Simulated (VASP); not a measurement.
Write the native input for VASP 6.6.1 that does the following.

| Property | Result |
| --- | --- |
| Task | single point |
| Functional | LDA |
| Potentials or basis | VASP PAW LDA potentials, release 64 (Mg, H, O) |
| Cutoff | 600 eV |
| k mesh | 7 × 7 × 3 |
| Occupations | gaussian, width 0.01 eV |
| Spin | no spin polarisation |
| Dipole correction | no |
| Further INCAR settings | ALGO = Normal; EDIFF = 1e-06; NBANDS = 21 |

The structure of Mg2H2O3 lies in POSCAR:

```
Mg2H2O3
1.0
    3.0850000000      0.0000000000      0.0000000000
   -1.5425000000      2.6716883707      0.0000000000
    0.0000000000      0.0000000000      7.7100000000
Mg H O
2 2 3
Direct
    0.6666666667      0.3333333333      0.8399000000
    0.3333333333      0.6666666667      0.1601000000
    0.3333333333      0.6666666667      0.5666000000
    0.6666666667      0.3333333333      0.4334000000
    0.3333333333      0.6666666667      0.6949000000
    0.6666666667      0.3333333333      0.3051000000
    0.0000000000      0.0000000000      0.0000000000
```

These files were run (other wordings do the same):

INCAR

```
SYSTEM = Mg2H2O3
  ALGO = Normal
  EDIFF = 1E-6
  ENCUT = 600
  GGA = CA
  GGA_COMPAT = .FALSE.
  ISIF = 2
  ISMEAR = 0
  LASPH = .TRUE.
  LCHARG = .FALSE.
  LREAL = .FALSE.
  LWAVE = .FALSE.
  NBANDS = 21
  NELM = 120
  PREC = Accurate
  SIGMA = 0.01
```

KPOINTS

```
k-points
0
G
  7 7 3
  0 0 0
```

Potentials or basis: VASP PAW LDA potentials, release 64 (Mg, H, O).

Command:

```console
$ cat potpaw_LDA.64/Mg/POTCAR potpaw_LDA.64/H/POTCAR potpaw_LDA.64/O/POTCAR > POTCAR
$ mpirun -np 1 vasp_std > vasp.out
```

Results of the run:

* Pressure: -11.4 GPa
* Largest force: 0.674 eV/Å
* Band gap on the k mesh: 3.44 eV

Caveat: the cell stands under tension.

It took 36 s on 1 thread of Intel(R) Xeon(R) Platinum 8488C (Sapphire Rapids), with other jobs on the host, peak memory 0.19 GiB.
